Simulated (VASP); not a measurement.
# ZrC (I4/mmm) in VASP: further runs

Runs on ZrC. Level: PBEsol. Tasks: single point.

Everything below comes from runs of VASP 6.6.1. Logs are shortened: lines on timing, memory, paths and dates and some standing lists are left out, and cuts for length are marked.

## (1) The cell of the first run

The structure is tetragonal, space group I4/mmm (No. 139). Conventional cell: a = 3.324 Å, b = 3.324 Å, c = 4.606 Å, α = 90.00°, β = 90.00°, γ = 90.00°. Within 3.0 Å of Zr (site symmetry 4/mmm) lie 6 C at 2.30 to 2.35 Å. Within 3.0 Å of C (site symmetry 4/mmm) lie 6 Zr at 2.30 to 2.35 Å.

## (2) Single point, PBEsol (zz strain of -2 %)

INCAR

```
SYSTEM = ZrC
ALGO = Normal
EDIFF = 1E-6
ENCUT = 520
GGA = PS
ISIF = 2
ISMEAR = -1
LASPH = .TRUE.
LCHARG = .FALSE.
LREAL = .FALSE.
LWAVE = .FALSE.
NBANDS = 15
NELM = 100
PREC = Accurate
SIGMA = 0.05
```

KPOINTS

```
k-points
0
G
  15 15 15
  0 0 0
```

POSCAR

```
ZrC
1.0
    0.0000000000      2.3502100000      2.3032058000
    2.3502100000      0.0000000000      2.3032058000
    2.3502100000      2.3502100000      0.0000000000
Zr C
1 1
Direct
    0.5000000000      0.5000000000      0.5000000000
    0.0000000000      0.0000000000      0.0000000000
```

Potentials or basis: VASP PAW PBE potentials, release 64 (Zr_sv, C).

The run is started by

```sh
$ cat potpaw_PBE.64/Zr_sv/POTCAR potpaw_PBE.64/C/POTCAR > POTCAR
$ mpirun -np 1 vasp_std > vasp.out
```

OUTCAR:

```text
SYSTEM = ZrC
   EDIFF = 1E-6
   ENCUT = 520
   GGA = PS
   ISIF = 2
   ISMEAR = -1
   LASPH = .TRUE.
   LREAL = .FALSE.
   NELM = 100
   PREC = Accurate

 ion  position               nearest neighbor table
   1  0.500  0.500  0.500-   2 2.30   2 2.30   2 2.35   2 2.35   2 2.35   2 2.35
   2  0.000  0.000  0.000-   1 2.30   1 2.30   1 2.35   1 2.35   1 2.35   1 2.35

  LATTYP: Found a body centered tetragonal cell.
 ALAT       =     3.3236988564
 C/A-ratio  =     1.3859292911

  Lattice vectors:

 A1 = (   0.0000000000,  -2.3502100000,  -2.3032058000)
 A2 = (   0.0000000000,   2.3502100000,  -2.3032058000)
 A3 = (   2.3502100000,   0.0000000000,   2.3032058000)

Analysis of symmetry for initial positions (statically):
=====================================================================
 Subroutine PRICEL returns:
 Original cell was already a primitive cell.

 Routine SETGRP: Setting up the symmetry group for a
 body centered tetragonal supercell.

 Subroutine GETGRP returns: Found 16 space group operations
 (whereof 16 operations were pure point group operations)
 out of a pool of 16 trial point group operations.

The static configuration has the point symmetry D_4h.

Analysis of symmetry for dynamics (positions and initial velocities):
=====================================================================
 Subroutine PRICEL returns:
 Original cell was already a primitive cell.

 Routine SETGRP: Setting up the symmetry group for a
 body centered tetragonal supercell.

 Subroutine GETGRP returns: Found 16 space group operations
 (whereof 16 operations were pure point group operations)
 out of a pool of 16 trial point group operations.

The dynamic configuration has the point symmetry D_4h.

 Subroutine INISYM returns: Found 16 space group operations
 (whereof 16 operations are pure point group operations),
 and found     1 'primitive' translations

----------------------------------------------------------------------------------------

                                     Primitive cell

  volume of cell :      25.4435

  direct lattice vectors                    reciprocal lattice vectors
     0.000000000  2.350210000  2.303205800    -0.212746946  0.212746946  0.217088720
     2.350210000  0.000000000  2.303205800     0.212746946 -0.212746946  0.217088720
     2.350210000  2.350210000  0.000000000     0.212746946  0.212746946 -0.217088720

  length of vectors
     3.290629727  3.290629727  3.323698856     0.371012181  0.371012181  0.371012181

[... 89 lines left out ...]
   TEBEG  =    0.0;   TEEND  =   0.0 temperature during run
   PSTRESS=    0.0 pullay stress
   NELECT =      16.0000    total number of electrons
   NUPDOWN=      -1.0000    fix difference up-down
   EMIN   =  10.00;   EMAX   =-10.00  energy-range for DOS
   EFERMI =   0.00;   METHOD = LEGACY
   ISMEAR =    -1;   SIGMA  =   0.05  broadening in eV -4-tet -1-fermi 0-gaus
   EFERMI_NEDOS =   21; number of points for ismear=-14 and -15
   IALGO  =     38    algorithm
   IMIX   =      4    mixing-type and parameters
     AMIX     =   0.40;   BMIX     =  1.00
     AMIX_MAG =   1.60;   BMIX_MAG =  1.00
  volume/ion in A,a.u.               =      12.72        85.85
  Fermi-wavevector in a.u.,A,eV,Ry     =   1.402564  2.650462 26.765201  1.967187
  Thomas-Fermi vector in A             =   2.525313
   LORBIT       =      0    0 simple, 1 ext, 2 COOP (PROOUT), +10 PAW based schemes
   GGA     = PS    functional components
   LHFCALC =     F    Hartree Fock is set to
   AEXX    =    0.0000 exact exchange contribution
   IVDW    =     0    specifies the selected vdW correction
   LEPSILON=     F    determine dielectric tensor
   LRPA    =     F    only Hartree local field effects (RPA)
 non-spin polarized calculation
  energy-cutoff  :      520.00
  volume of cell :       25.44
 maximum number of plane-waves:       700
   NGX = 13   NGY = 13   NGZ = 13

 number of electron      16.0000000 magnetization

 Free energy of the ion-electron system (eV)
  ---------------------------------------------------
  ext. energy  EPLUGINS =         0.00000000
  ---------------------------------------------------
  free energy    TOTEN  =       -20.56556844 eV

  energy without entropy =      -20.56317100  energy(sigma->0) =      -20.56436972

 E-fermi :   9.7229     XC(G=0): -12.3790

 val. band max:        9.7222161409   @ k =   0.4667   0.4667   0.0000
 cond. band min:       9.7416254549   @ k =   0.3333   0.0000   0.2667
 fundamental gap:      0.0194093141
 Fermi energy:         9.7228835970

 k-point     1 :       0.0000    0.0000    0.0000
  band No.  band energies     occupation
      1     -38.1685      2.00000
      2     -15.8995      2.00000
      3     -15.8995      2.00000
      4     -15.8892      2.00000
      5      -1.6256      2.00000
      6      10.6455      0.00000
      7      10.6455      0.00000
      8      10.7240      0.00000
      9      10.7240      0.00000
     10      10.7607      0.00000
     11      10.9282      0.00000
     12      12.4724      0.00000
     13      12.6817      0.00000
     14      17.2864      0.00000
[... 401 lines left out ...]
      2     -16.1640      2.00000
      3     -15.9816      2.00000
      4     -15.9663      2.00000
      5      -0.7613      2.00000
      6       7.3460      2.00000
      7       8.9302      2.00000
      8       9.1523      1.99998
      9      10.2712      0.00003
     10      12.7051      0.00000
     11      13.1951      0.00000
     12      13.7610      0.00000
     13      15.6302      0.00000
     14      19.6470      0.00000
     15      22.4531      0.00000

 [... further k-points ...]

------------------------ aborting loop because EDIFF is reached ----------------------------------------

  FORCE on cell =-STRESS in cart. coord.  units (eV):
  Direction    XX          YY          ZZ          XY          YZ          ZX
  --------------------------------------------------------------------------------------
  -------------------------------------------------------------------------------------
  Total       -0.3420261     -0.3420261      0.9525994      0.0000000      0.0000000     -0.0000000
  in kB      -21.5374218    -21.5374218     59.9852969      0.0000000      0.0000000     -0.0000000
  external PRESSURE =       5.6368178 kB  Pullay stress =       0.0000000 kB

 VOLUME and BASIS-vectors are now :
 -----------------------------------------------------------------------------
  energy-cutoff  :      520.00
  volume of cell :       25.44
      direct lattice vectors                 reciprocal lattice vectors
     0.000000000  2.350210000  2.303205800    -0.212746946  0.212746946  0.217088720
     2.350210000  0.000000000  2.303205800     0.212746946 -0.212746946  0.217088720
     2.350210000  2.350210000  0.000000000     0.212746946  0.212746946 -0.217088720

 POSITION                                       TOTAL-FORCE (eV/Angst)
 -----------------------------------------------------------------------------------
      2.35021      2.35021      2.30321         0.000000      0.000000      0.000000
      0.00000      0.00000      0.00000         0.000000      0.000000      0.000000
 -----------------------------------------------------------------------------------
    total drift:                                0.000000     -0.000000      0.000000

  FREE ENERGIE OF THE ION-ELECTRON SYSTEM (eV)
  ---------------------------------------------------
  free  energy   TOTEN  =       -20.5655684425 eV

  energy  without entropy=      -20.5631710021  energy(sigma->0) =      -20.56436972
```

It took 1.9 min on 1 thread of Intel Xeon 8259CL, shared host; peak memory 0.23 GiB.

What came out:

| Property | Result |
| --- | --- |
| Free energy | -20.5656 eV |
| Pressure | 0.6 GPa |
| Band gap on the k mesh | zero (bands 8 and 9 overlap by 1.49 eV) |

Stress tensor (GPa, compression positive):
```
-2.15  0.00  0.00
 0.00 -2.15  0.00
 0.00  0.00  6.00
```

Caveat: the cell differs from its parent crystal (zz strain of -2 %); the stress differs along the axes, from -2 to 6 GPa; the PAW data sets were made with another functional, which shifts forces and pressure a little.

## (3) Single point, PBEsol (zz strain of -1 %)

INCAR

```
PREC = Accurate
ENCUT = 520
EDIFF = 1E-6
ISMEAR = -1
SIGMA = 0.05
LREAL = False
LASPH = True
NELM = 60
ALGO = Normal
ISIF = 2
LWAVE = False
LCHARG = True
GGA = PS
LELF = True
LVHAR = True
NBANDS = 15
```

KPOINTS

```
Automatic mesh
0
Gamma
  15 15 15
```

POSCAR

```
ZrC
1.0
    0.0000000000      2.3502100000      2.3267079000
    2.3502100000      0.0000000000      2.3267079000
    2.3502100000      2.3502100000      0.0000000000
Zr C
1 1
Direct
    0.5000000000      0.5000000000      0.5000000000
    0.0000000000      0.0000000000      0.0000000000
```

Potentials or basis: VASP PAW PBE potentials, release 64 (Zr_sv, C).

The run is started by

```sh
$ cat potpaw_PBE.64/Zr_sv/POTCAR potpaw_PBE.64/C/POTCAR > POTCAR
$ mpirun -np 1 vasp_std > vasp.out
```

Wall time 3 min (1 thread of Intel Xeon 8259CL, shared host); peak memory 0.25 GiB.

Results (log left out):

```
Free energy            : -20.5710 eV
Pressure               : -1.9 GPa
Band gap on the k mesh : zero (bands 8 and 9 overlap by 1.42 eV)
```

Stress tensor (GPa, compression positive):
```
-3.21  0.00  0.00
 0.00 -3.21  0.00
 0.00  0.00  0.61
```

Levels at points of the mesh, in eV from the Fermi level:
```
           k point  band 6  band 7  band 8  band 9  band 10  band 11
(0.00, 0.00, 0.00)    0.95    0.95    1.00    1.04     1.04     1.14
```

Caveat: the cell differs from its parent crystal (zz strain of -1 %); the PAW data sets were made with another functional, which shifts forces and pressure a little.

## (4) Single point, PBEsol (zz strain of +1 %)

INCAR

```
PREC     = Accurate       # precision mode
ENCUT    = 520            # plane-wave cutoff, eV
EDIFF    = 1E-6           # SCF threshold, eV
ISMEAR   = -1             # smearing method
SIGMA    = 0.05           # smearing width, eV
LREAL    = F              # projectors in reciprocal space
LASPH    = T              # aspherical terms in the spheres
NELM     = 80             # most SCF steps
ALGO     = Normal         # electronic algorithm
ISIF     = 2              # what is computed and relaxed
LWAVE    = F              # write WAVECAR
LCHARG   = F              # write CHGCAR
GGA      = PS             # functional
NBANDS   = 15             # bands
```

KPOINTS is that of step 3.

POSCAR

```
ZrC
1.0
    0.0000000000      2.3502100000      2.3737121000
    2.3502100000      0.0000000000      2.3737121000
    2.3502100000      2.3502100000      0.0000000000
Zr C
1 1
Direct
    0.5000000000      0.5000000000      0.5000000000
    0.0000000000      0.0000000000      0.0000000000
```

The run is started by

```sh
$ cat potpaw_PBE.64/Zr_sv/POTCAR potpaw_PBE.64/C/POTCAR > POTCAR
$ mpirun -np 1 vasp_std > vasp.out
```

Wall time 3.5 min (1 thread of Intel Xeon 8259CL, shared host); peak memory 0.25 GiB.

The run converged. Its results:

```yaml
Free_energy: -20.5579 eV
Pressure: -6.3 GPa
Band_gap_on_the_k_mesh: zero (bands 8 and 9 overlap by 1.34 eV)
```

Stress tensor (GPa, compression positive):
```
-5.20  0.00  0.00
 0.00 -5.20  0.00
 0.00  0.00 -8.55
```

Levels at points of the mesh, in eV from the Fermi level:
```
           k point  band 5  band 6  band 7  band 8  band 9  band 10  band 11  band 12
(0.00, 0.00, 0.00)  -11.23    0.93    0.98    0.98    1.00     1.10     1.10     2.73
```

Caveat: the cell differs from its parent crystal (zz strain of +1 %); the cell stands under tension; the PAW data sets were made with another functional, which shifts forces and pressure a little.

## (5) Overview

```tsv
cell	gap on the mesh (eV)	pressure (GPa)
a = 3.291, b = 3.291, c = 3.324 Å, angles 59.7, 59.7, 60.7°, 2 atoms	none	0.6
a = 3.307, b = 3.307, c = 3.324 Å, angles 59.8, 59.8, 60.3°, 2 atoms	none	-1.9
a = 3.340, b = 3.340, c = 3.324 Å, angles 60.2, 60.2, 59.7°, 2 atoms	none	-6.3
```

Alike in all rows: task single point; level PBEsol; potentials or basis VASP PAW PBE potentials, release 64 (Zr_sv, C); no spin polarisation; k mesh 15 × 15 × 15; cutoff (eV) 520; smearing fermi-dirac 0.05 eV.

Caveats: the PAW data sets were made with another functional, which shifts forces and pressure a little; the stress differs along the axes, from -2 to 6 GPa (at least some runs); the cell stands under tension (at least some runs).

Total energies depend on the potentials used, so only differences within one code and one set of settings carry meaning.
